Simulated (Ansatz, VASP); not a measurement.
# Si5N: VASP beside Ansatz

```xyz
6
Lattice="0.0000 3.4933 3.4933 3.4933 0.0000 3.4933 3.4933 3.4933 0.0000" Properties=species:S:1:pos:R:3 pbc="T T T"
Si    6.1181    6.1181    6.1181
Si    4.3619    4.3619    6.1181
Si    4.3619    6.1181    4.3619
Si    6.1181    4.3619    4.3619
Si    3.4933    3.4933    3.4933
N     1.7467    1.7467    1.7467
```

Alike in both runs: functional PBE; k mesh 4 × 4 × 4; occupations gaussian, width 0.1 eV; collinear spin.

Ansatz relaxed the structure, and its values are those at the end. VASP's run is a single point on that final structure, the one shown.

|  | VASP | Ansatz |
| --- | --- | --- |
| version | VASP 6.6.1 | Ansatz 0.2.0 |
| potentials or method | VASP PAW PBE potentials, release 64 (Si, N), cutoff 520 eV | scalar-relativistic, plane waves, PAW |
| valence electrons in the cell | 25 | 25 |

|  | VASP | Ansatz | Ansatz less VASP |
| --- | --- | --- | --- |
| gap on the k mesh at the Fermi level (eV) | none | none | - |
| pressure (GPa) | -0.1 | -0.1 | +0.06 |
| net moment per atom (μB) | 0.02 | 0.02 | -0.001 |
| size of the moment on the site where the two differ most (μB) | 0.08 | 0.11 | +0.024 |

Site moments also hang on the region over which each program counts them. A gap of «none» marks a metal or a gap that the smearing closes. Ansatz's warnings: seeded moment not kept.

The k mesh is coarse, so the values compare programs but aren't converged.
